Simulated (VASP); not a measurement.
A run of VASP 6.6.1 is set up as follows.

The input INCAR:

```
SYSTEM = Si4O7
ALGO = Normal ; EDIFF = 1E-6
ENCUT = 520 ; GGA = PS
GGA_COMPAT = .FALSE. ; ISIF = 2
ISMEAR = 0 ; LASPH = .TRUE.
LCHARG = .FALSE. ; LREAL = .FALSE.
LWAVE = .FALSE. ; NBANDS = 40
NELM = 120 ; PREC = Accurate
SIGMA = 0.05
```

The input KPOINTS:

```
k-points
0
G
  4 4 4
  0 0 0
```

File POSCAR:

```
Si4O7
1.0
    5.0280710683      0.0000000000      0.0000000000
    0.0000000000      5.0280710683      0.0000000000
    0.0000000000      0.0000000000      7.0088699743
Si O
4 7
Direct
    0.2980688188      0.2980688188      0.0000000000
    0.2019311812      0.7980688188      0.2500000000
    0.7019311812      0.7019311812      0.5000000000
    0.7980688188      0.2019311812      0.7500000000
    0.3980464015      0.7395636083      0.4283767439
    0.7604363917      0.8980464015      0.6783767439
    0.6019535985      0.2604363917      0.9283767439
    0.7395636083      0.3980464015      0.5716232561
    0.8980464015      0.7604363917      0.3216232561
    0.2514693169      0.0761949089      0.1174852045
    0.1019535985      0.2395636083      0.8216232561
```

Potentials or basis: VASP PAW PBE potentials, release 64 (Si, O).

Run with:

```console
$ cat potpaw_PBE.64/Si/POTCAR potpaw_PBE.64/O/POTCAR > POTCAR
$ mpirun -np 1 vasp_std > vasp.out
```

(1) Predict the largest force.

(2) Estimate the band gap on the k mesh.

## Answers

(1) 15.788 eV/Å.

(2) 2.74 eV.

Caveat: the cell differs from its parent crystal (atoms taken out, atom 10 moved 1.000 of the way to it and -0.450 Å across, host rigid); the PAW data sets were made with another functional, which shifts forces and pressure a little.
